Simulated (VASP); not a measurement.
# RbVSe3 (P4mm) in VASP: further runs

The runs below take RbVSe3 through single point, relaxation of cell and atoms, with PBE.

All numbers are computed with VASP 6.6.1; they aren't measurements. Logs are shortened: lines on timing, memory, paths and dates and some standing lists are left out, and cuts for length are marked.

### Step 1. The cell of the first run

It takes space group P4mm (No. 99, tetragonal). The conventional cell has a = 4.730 Å, b = 4.730 Å, c = 6.453 Å, α = 90.00°, β = 90.00°, γ = 90.00°. Within 4.5 Å of Rb (site symmetry 4mm) lie 12 Se at 3.41 to 4.32 Å and 4 V at 4.43 Å. V (site symmetry 4mm) has 5 Se at 2.22 to 2.47 Å within 2.9 Å. Se (site symmetry 4mm) has 1 V at 2.22 Å within 2.9 Å. Se (site symmetry 2mm) has 2 V at 2.47 Å and 4 Se at 3.34 Å within 3.4 Å.

### Step 2. Single point, PBE

INCAR

```
SYSTEM = RbVSe3
PREC = Accurate ; ENCUT = 520
EDIFF = 1E-7 ; ISMEAR = 0
SIGMA = 0.1 ; LREAL = .FALSE.
LASPH = .TRUE. ; NELM = 60
ALGO = Normal ; ISIF = 2
LWAVE = .FALSE. ; LCHARG = .FALSE.
GGA = PE ; NBANDS = 28
```

KPOINTS

```
regular mesh
0
G
  8 8 6
  0 0 0
```

POSCAR

```
RbVSe3
1.0
    4.7303817610      0.0000000000      0.0000000000
    0.0000000000      4.7303817610      0.0000000000
    0.0000000000      0.0000000000      6.4525277030
Rb V Se
1 1 3
Direct
    0.0000000000      0.0000000000      1.0269282923
    0.5000000000      0.5000000000      0.5775382003
    0.5000000000      0.5000000000      0.9215844055
    0.0000000000      0.5000000000      0.4669745509
    0.5000000000      0.0000000000      0.4669745509
```

Potentials or basis: VASP PAW PBE potentials, release 64 (Rb_sv, V_sv, Se).

The run is started by

```
$ cat potpaw_PBE.64/Rb_sv/POTCAR potpaw_PBE.64/V_sv/POTCAR potpaw_PBE.64/Se/POTCAR > POTCAR
$ mpirun -np 1 vasp_std > vasp.out
```

OUTCAR:

```text
SYSTEM = RbVSe3
   PREC = Accurate
   ENCUT = 520
   EDIFF = 1E-7
   ISMEAR = 0
   LREAL = .FALSE.
   LASPH = .TRUE.
   NELM = 60
   ISIF = 2
   GGA = PE

 ion  position               nearest neighbor table
   1  0.000  0.000  0.027-   3 3.41   3 3.41   3 3.41   3 3.41   4 3.70   5 3.70   5 3.70   4 3.70

   2  0.500  0.500  0.578-   3 2.22   4 2.47   5 2.47   5 2.47   4 2.47
   3  0.500  0.500  0.922-   2 2.22   1 3.41   1 3.41   1 3.41   1 3.41
   4  0.000  0.500  0.467-   2 2.47   2 2.47   1 3.70   1 3.70
   5  0.500  0.000  0.467-   2 2.47   2 2.47   1 3.70   1 3.70

  LATTYP: Found a simple tetragonal cell.
 ALAT       =     4.7303817610
 C/A-ratio  =     1.3640606676

  Lattice vectors:

 A1 = (   4.7303817610,   0.0000000000,   0.0000000000)
 A2 = (   0.0000000000,   4.7303817610,   0.0000000000)
 A3 = (   0.0000000000,   0.0000000000,   6.4525277030)

Analysis of symmetry for initial positions (statically):
=====================================================================
 Subroutine PRICEL returns:
 Original cell was already a primitive cell.

 Routine SETGRP: Setting up the symmetry group for a
 simple tetragonal supercell.

 Subroutine GETGRP returns: Found  8 space group operations
 (whereof  8 operations were pure point group operations)
 out of a pool of 16 trial point group operations.

The static configuration has the point symmetry C_4v.

Analysis of symmetry for dynamics (positions and initial velocities):
=====================================================================
 Subroutine PRICEL returns:
 Original cell was already a primitive cell.

 Routine SETGRP: Setting up the symmetry group for a
 simple tetragonal supercell.

 Subroutine GETGRP returns: Found  8 space group operations
 (whereof  8 operations were pure point group operations)
 out of a pool of 16 trial point group operations.

The dynamic configuration has the point symmetry C_4v.

 Subroutine INISYM returns: Found  8 space group operations
 (whereof  8 operations are pure point group operations),
 and found     1 'primitive' translations

----------------------------------------------------------------------------------------

                                     Primitive cell

  volume of cell :     144.3851

  direct lattice vectors                    reciprocal lattice vectors
     4.730381761  0.000000000  0.000000000     0.211399428  0.000000000  0.000000000
     0.000000000  4.730381761  0.000000000     0.000000000  0.211399428  0.000000000
     0.000000000  0.000000000  6.452527703     0.000000000  0.000000000  0.154978025

  length of vectors
     4.730381761  4.730381761  6.452527703     0.211399428  0.211399428  0.154978025

  position of ions in fractional coordinates (direct lattice)
     0.000000000  0.000000000  0.026928292
     0.500000000  0.500000000  0.577538200
     0.500000000  0.500000000  0.921584405
     0.000000000  0.500000000  0.466974551
     0.500000000  0.000000000  0.466974551

  ion indices of the primitive-cell ions
   primitive index   ion index
                 1           1
                 2           2
                 3           3
                 4           4
                 5           5

----------------------------------------------------------------------------------------

 KPOINTS: regular mesh

Automatic generation of k-mesh.
 Grid dimensions read from file:
 generate k-points for:    8    8    6

 Generating k-lattice:

  Cartesian coordinates                     Fractional coordinates (reciprocal lattice)
     0.026424929  0.000000000  0.000000000     0.125000000  0.000000000  0.000000000
     0.000000000  0.026424929  0.000000000     0.000000000  0.125000000  0.000000000
     0.000000000  0.000000000  0.025829671     0.000000000  0.000000000  0.166666667

  Length of vectors
     0.026424929  0.026424929  0.025829671

  Shift w.r.t. Gamma in fractional coordinates (k-lattice)
     0.000000000  0.000000000  0.000000000

 Subroutine IBZKPT returns following result:
 ===========================================

 Found     60 irreducible k-points:

 Following reciprocal coordinates:
            Coordinates               Weight
  0.000000  0.000000  0.000000      1.000000
  0.125000  0.000000  0.000000      4.000000
  0.250000  0.000000  0.000000      4.000000
  0.375000  0.000000  0.000000      4.000000
  0.500000  0.000000  0.000000      2.000000
  0.125000  0.125000  0.000000      4.000000
[... 16 lines left out ...]
  0.375000  0.125000  0.166667     16.000000
  0.500000  0.125000  0.166667      8.000000
 [... further k-points ...]
   k-points           NKPTS =     60   k-points in BZ     NKDIM =     60   number of bands    NBANDS=     28
   number of dos      NEDOS =    301   number of ions     NIONS =      5
   total plane-waves  NPLWV =  62208
   dimension x,y,z NGX =    36 NGY =   36 NGZ =   48
   dimension x,y,z NGXF=    72 NGYF=   72 NGZF=   96
   ions per type =               1   1   3
   NGX,Y,Z   is equivalent  to a cutoff of  12.65, 12.65, 12.37 a.u.
   NGXF,Y,Z  is equivalent  to a cutoff of  25.30, 25.30, 24.73 a.u.
 SYSTEM =  RbVSe3
   PREC   = accura    normal or accurate (medium, high low for compatibility)
   ISTART =      0    job   : 0-new  1-cont  2-samecut
   ICHARG =      2    charge: 1-file 2-atom 10-const
   ISPIN  =      1    spin polarized calculation?
   LNONCOLLINEAR =      F non collinear calculations
   LSORBIT =      F    spin-orbit coupling
   LASPH  =      T    aspherical Exc in radial PAW
   ENCUT  =  520.0 eV  38.22 Ry    6.18 a.u.   8.80  8.80 12.00*2*pi/ulx,y,z
   NELM   =     60;   NELMIN=  2; NELMDL= -5     # of ELM steps
   EDIFF  = 0.1E-06   stopping-criterion for ELM
   LREAL  =      F    real-space projection
   EDIFFG = 0.1E-05   stopping-criterion for IOM
   NSW    =      0    number of steps for IOM
   IBRION =     -1    ionic relax: 0-MD 1-quasi-New 2-CG
   NFREE  =      0    steps in history (QN), initial steepest desc. (CG)
   ISIF   =      2    stress and relaxation
   ISYM   =      2    0-nonsym 1-usesym 2-fastsym
   POTIM  = 0.5000    time-step for ionic-motion
   TEBEG  =    0.0;   TEEND  =   0.0 temperature during run
   PSTRESS=    0.0 pullay stress
   NELECT =      40.0000    total number of electrons
   NUPDOWN=      -1.0000    fix difference up-down
   EMIN   =  10.00;   EMAX   =-10.00  energy-range for DOS
   EFERMI =   0.00;   METHOD = LEGACY
   ISMEAR =     0;   SIGMA  =   0.10  broadening in eV -4-tet -1-fermi 0-gaus
   EFERMI_NEDOS =   21; number of points for ismear=-14 and -15
   IALGO  =     38    algorithm
   IMIX   =      4    mixing-type and parameters
     AMIX     =   0.40;   BMIX     =  1.00
     AMIX_MAG =   1.60;   BMIX_MAG =  1.00
  volume/ion in A,a.u.               =      28.88       194.87
  Fermi-wavevector in a.u.,A,eV,Ry     =   1.067220  2.016754 15.496480  1.138959
  Thomas-Fermi vector in A             =   2.202830
   LORBIT       =      0    0 simple, 1 ext, 2 COOP (PROOUT), +10 PAW based schemes
   GGA     = PE    functional components
   LHFCALC =     F    Hartree Fock is set to
   AEXX    =    0.0000 exact exchange contribution
   IVDW    =     0    specifies the selected vdW correction
   LEPSILON=     F    determine dielectric tensor
   LRPA    =     F    only Hartree local field effects (RPA)
 non-spin polarized calculation
 Gauss-broadening in eV      SIGMA  =   0.10
  energy-cutoff  :      520.00
  volume of cell :      144.39
 maximum number of plane-waves:      3944
 NGX is ok and might be reduce to    36
   NGX = 17   NGY = 17   NGZ = 23

 number of electron      40.0000010 magnetization

 Free energy of the ion-electron system (eV)
  ---------------------------------------------------
  ext. energy  EPLUGINS =         0.00000000
  ---------------------------------------------------
  free energy    TOTEN  =       -23.85292011 eV

  energy without entropy =      -23.83583041  energy(sigma->0) =      -23.84437526

 E-fermi :   2.4711     XC(G=0):  -8.6203

 val. band max:        2.4693288935   @ k =   0.1250   0.0000   0.3333
 cond. band min:       2.4730255308   @ k =   0.1250   0.0000   0.5000
 fundamental gap:      0.0036966373
 Fermi energy:         2.4711020189

 k-point     1 :       0.0000    0.0000    0.0000
  band No.  band energies     occupation
      1     -62.7786      2.00000
      2     -36.7336      2.00000
      3     -36.5697      2.00000
      4     -36.5697      2.00000
      5     -24.2542      2.00000
      6     -11.0436      2.00000
[... 20 lines left out ...]
     27       6.1856      0.00000
     28       6.2235      0.00000

 k-point     2 :       0.1250    0.0000    0.0000
  band No.  band energies     occupation
      1     -62.7786      2.00000
      2     -36.7336      2.00000
      3     -36.5699      2.00000
      4     -36.5696      2.00000
      5     -24.2535      2.00000
      6     -10.9908      2.00000
[... 20 lines left out ...]
     27       6.4123      0.00000
     28       6.6386      0.00000

 k-point     3 :       0.2500    0.0000    0.0000
  band No.  band energies     occupation
      1     -62.7786      2.00000
      2     -36.7336      2.00000
      3     -36.5705      2.00000
      4     -36.5696      2.00000
      5     -24.2519      2.00000
      6     -10.8458      2.00000
[... 20 lines left out ...]
     27       7.0675      0.00000
     28       7.6332      0.00000

 k-point     4 :       0.3750    0.0000    0.0000
  band No.  band energies     occupation
      1     -62.7786      2.00000
      2     -36.7336      2.00000
      3     -36.5710      2.00000
      4     -36.5696      2.00000
      5     -24.2504      2.00000
      6     -10.6594      2.00000
[... 578 lines left out ...]
     27       7.3366      0.00000
     28       7.6375      0.00000

 k-point    23 :       0.3750    0.1250    0.1667
  band No.  band energies     occupation
      1     -62.7786      2.00000
      2     -36.7336      2.00000
      3     -36.5710      2.00000
      4     -36.5698      2.00000
      5     -24.2497      2.00000
      6     -10.5922      2.00000
[... 20 lines left out ...]
     27       7.9555      0.00000
     28       8.2866      0.00000

 k-point    24 :       0.5000    0.1250    0.1667
  band No.  band energies     occupation
      1     -62.7786      2.00000
      2     -36.7336      2.00000
      3     -36.5712      2.00000
      4     -36.5698      2.00000
      5     -24.2491      2.00000
      6     -10.4842      2.00000
[... 20 lines left out ...]
     27       8.0131      0.00000
     28       8.5468      0.00000

 [... further k-points ...]

------------------------ aborting loop because EDIFF is reached ----------------------------------------

  FORCE on cell =-STRESS in cart. coord.  units (eV):
  Direction    XX          YY          ZZ          XY          YZ          ZX
  --------------------------------------------------------------------------------------
  -------------------------------------------------------------------------------------
  Total        0.0766605      0.0766605      0.0925333      0.0000000      0.0000000      0.0000000
  in kB        0.8506683      0.8506683      1.0268015      0.0000000      0.0000000      0.0000000
  external PRESSURE =       0.9093793 kB  Pullay stress =       0.0000000 kB

 VOLUME and BASIS-vectors are now :
 -----------------------------------------------------------------------------
  energy-cutoff  :      520.00
  volume of cell :      144.39
      direct lattice vectors                 reciprocal lattice vectors
     4.730381761  0.000000000  0.000000000     0.211399428  0.000000000  0.000000000
     0.000000000  4.730381761  0.000000000     0.000000000  0.211399428  0.000000000
     0.000000000  0.000000000  6.452527703     0.000000000  0.000000000  0.154978025

 POSITION                                       TOTAL-FORCE (eV/Angst)
 -----------------------------------------------------------------------------------
      0.00000      0.00000      0.17376         0.000000      0.000000     -0.000873
      2.36519      2.36519      3.72658         0.000000     -0.000000     -0.019994
      2.36519      2.36519      5.94655         0.000000      0.000000      0.024284
      0.00000      2.36519      3.01317        -0.000000      0.000000     -0.001709
      2.36519      0.00000      3.01317         0.000000      0.000000     -0.001709
 -----------------------------------------------------------------------------------
    total drift:                                0.000000      0.000000      0.000815

  FREE ENERGIE OF THE ION-ELECTRON SYSTEM (eV)
  ---------------------------------------------------
  free  energy   TOTEN  =       -23.8529201120 eV

  energy  without entropy=      -23.8358304096  energy(sigma->0) =      -23.84437526
```

Wall time 2.7 min (1 thread of Intel Xeon Platinum 8559C (Emerald Rapids), shared host); peak memory 0.4 GiB.

What came out:

```yaml
Free_energy: -23.8529 eV
Pressure: 0.1 GPa
Largest_force: 0.024 eV/Å
Band_gap_on_the_k_mesh: zero (bands 20 and 21 overlap by 0.67 eV)
```

Forces in eV/Å, atoms in the order of the input:
```
Rb   0.000  0.000 -0.001
V    0.000  0.000 -0.020
Se   0.000  0.000  0.024
Se   0.000  0.000 -0.002
Se   0.000  0.000 -0.002
```

Caveat: the run has no spin polarisation, though such a crystal can be magnetic.

### Step 3. Relaxation of cell and atoms, PBE

This run uses another cell than the first one, of 27.92 Å³/atom.

INCAR

```
SYSTEM = RbVSe3
ALGO = Normal ; EDIFF = 1E-6
EDIFFG = -0.01 ; ENCUT = 600
GGA = PE ; IBRION = 2
ISIF = 3 ; ISMEAR = 0
LASPH = .TRUE. ; LCHARG = .FALSE.
LREAL = .FALSE. ; LWAVE = .FALSE.
NELM = 80 ; NSW = 100
PREC = Accurate ; SIGMA = 0.1
```

KPOINTS

```
k-points
0
G
  8 8 6
  0 0 0
```

POSCAR

```
RbVSe3
1.0
    4.7791929561      0.0000000000      0.0000000000
    0.0000000000      4.7791929561      0.0000000000
    0.0000000000      0.0000000000      6.1117360134
Rb V Se
1 1 3
Direct
    0.0000000000      0.0000000000      0.9937188834
    0.5000000000      0.5000000000      0.5806766414
    0.5000000000      0.5000000000      0.9425341880
    0.0000000000      0.5000000000      0.4715351436
    0.5000000000      0.0000000000      0.4715351436
```

Potentials or basis: VASP PAW PBE potentials, release 64 (Rb_sv, V_sv, Se).

The run is started by

```
$ cat potpaw_PBE.64/Rb_sv/POTCAR potpaw_PBE.64/V_sv/POTCAR potpaw_PBE.64/Se/POTCAR > POTCAR
$ mpirun -np 1 vasp_std > vasp.out
```

Wall time 88 min (1 thread of Intel Xeon Platinum 8559C (Emerald Rapids), shared host); peak memory 0.48 GiB.

The run converged. Its results:

```
Free energy                           : -23.8528 eV
Relaxed volume                        : 29.00 Å³/atom
Relaxed cell                          : a = 4.732 Å, b = 4.732 Å, c = 6.475 Å, α = 90.00°, β = 90.00°, γ = 90.00°
Space group after relaxing (to 0.1 Å) : P4mm (No. 99)
Energy gained by relaxing             : 1.5 meV/atom
Ionic steps                           : 63
Pressure after relaxing               : 0.0 GPa
Largest force after relaxing          : 0.007 eV/Å
Band gap on the k mesh                : zero (bands 20 and 21 overlap by 0.66 eV)
```

Forces on the atoms (eV/Å):
```
Rb   0.000  0.000 -0.005
V    0.000  0.000 -0.007
Se   0.000  0.000  0.004
Se   0.000  0.000  0.004
Se   0.000  0.000  0.004
```

The path:
| step | energy change (eV) | largest force (eV/Å) | pressure (GPa) | volume (Å³) |
| --- | --- | --- | --- | --- |
| 1 | 0.0000 | 0.1099 | 0.05 | 139.60 |
| 3 | -0.0011 | 0.1144 | -0.06 | 139.71 |
| 5 | -0.0024 | 0.0424 | 0.15 | 139.39 |
| 7 | -0.0030 | 0.0251 | 0.04 | 139.94 |
| 9 | -0.0030 | 0.0271 | 0.00 | 140.08 |
| 11 | -0.0034 | 0.0333 | -0.02 | 140.42 |
| 13 | -0.0041 | 0.0699 | -0.09 | 141.96 |
| 15 | -0.0043 | 0.0313 | -0.03 | 142.05 |
| 17 | -0.0043 | 0.0327 | -0.02 | 142.10 |
| 19 | -0.0044 | 0.0318 | 0.00 | 142.06 |
| 21 | -0.0048 | 0.0281 | 0.02 | 141.83 |
| 23 | -0.0050 | 0.0340 | 0.04 | 141.57 |
| 25 | -0.0051 | 0.0239 | -0.02 | 141.63 |
| 27 | -0.0052 | 0.0207 | -0.05 | 141.71 |
| 29 | -0.0054 | 0.0121 | 0.00 | 141.49 |
| 31 | -0.0054 | 0.0091 | 0.05 | 141.36 |
| 33 | -0.0054 | 0.0300 | 0.02 | 141.42 |
| 35 | -0.0056 | 0.0216 | 0.00 | 141.66 |
| 37 | -0.0056 | 0.0112 | -0.06 | 141.92 |
| 39 | -0.0058 | 0.0039 | -0.01 | 141.96 |
| 41 | -0.0059 | 0.0725 | 0.16 | 142.16 |
| 43 | -0.0060 | 0.0351 | 0.09 | 142.13 |
| 45 | -0.0062 | 0.0699 | 0.06 | 142.61 |
| 47 | -0.0063 | 0.0481 | 0.05 | 142.64 |
| 49 | -0.0067 | 0.0277 | -0.06 | 143.83 |
| 51 | -0.0069 | 0.0211 | 0.03 | 143.99 |
| 53 | -0.0070 | 0.0356 | 0.07 | 144.19 |
| 55 | -0.0071 | 0.0193 | 0.09 | 144.56 |
| 57 | -0.0071 | 0.0360 | -0.01 | 144.84 |
| 59 | -0.0072 | 0.0206 | -0.01 | 144.84 |
| 61 | -0.0072 | 0.0147 | -0.02 | 144.97 |
| 63 | -0.0073 | 0.0073 | -0.03 | 145.01 |

Final structure:
```xyz
5
Lattice="4.7323 0.0000 0.0000 0.0000 4.7323 0.0000 0.0000 0.0000 6.4754" Properties=species:S:1:pos:R:3 pbc="T T T"
Rb    0.0000    0.0000    0.1914
V     2.3662    2.3662    3.7366
Se    2.3662    2.3662    5.9579
Se    0.0000    2.3662    3.0218
Se    2.3662    0.0000    3.0218
```

Levels at points of the mesh, in eV from the Fermi level:
```tsv
k point	band 17	band 18	band 19	band 20	band 21	band 22	band 23	band 24
(0.00, 0.00, 0.00)	-2.29	-1.86	-0.68	-0.42	-0.42	1.24	1.24	1.36
(0.50, 0.00, 0.00)	-2.48	-2.42	-2.02	-1.82	0.34	0.73	0.78	0.96
(0.50, 0.50, 0.00)	-3.04	-1.54	-1.54	-0.14	0.34	0.34	0.49	1.02
(0.00, 0.00, 0.50)	-2.31	-1.94	-0.67	-0.37	-0.37	1.15	1.15	1.30
(0.50, 0.00, 0.50)	-2.51	-2.35	-1.86	-1.05	0.02	0.78	0.85	1.22
(0.50, 0.50, 0.50)	-3.05	-1.02	-1.02	0.20	0.20	0.46	0.74	1.03
```

Caveat: the run has no spin polarisation, though such a crystal can be magnetic.
